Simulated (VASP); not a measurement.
KCl: single point with r2SCAN

KCl:

```
K Cl
1.0
     3.83920    0.00000    0.00000
     0.00000    3.83920    0.00000
     0.00000    0.00000    3.83920
K Cl
1 1
Direct
  0.00000 0.00000 0.00000
  0.50000 0.50000 0.50000
```

```
Program                : VASP 6.6.1
Task                   : single point
Functional             : r2SCAN
Potentials or basis    : VASP PAW PBE potentials, release 64 (K_sv, Cl)
Cutoff                 : 520 eV
k mesh                 : 7 × 7 × 7
Occupations            : fermi-dirac, width 0.05 eV
Spin                   : no spin polarisation
Dipole correction      : no
Further INCAR settings : ALGO = Normal; EDIFF = 1e-07; NBANDS = 15
```

```
Pressure               : -1.1 GPa
Band gap on the k mesh : 5.58 eV, indirect (least direct gap 5.76 eV)
```

Levels at points of the mesh, in eV from the valence-band top:
```
           k point  band 4  band 5  band 6  band 7  band 8  band 9  band 10  band 11  band 12  band 13
(0.00, 0.00, 0.00)  -11.77  -11.77   -0.18   -0.18   -0.18    5.58     7.17     7.17    11.49    11.49
```

Run time: 36 s on 1 thread of Intel(R) Xeon(R) 6975P-C (Granite Rapids), on a shared host, peak memory 0.18 GiB.

Caveat: the PAW data sets were made with another functional, which shifts forces and pressure a little. A k mesh can miss the band edges.
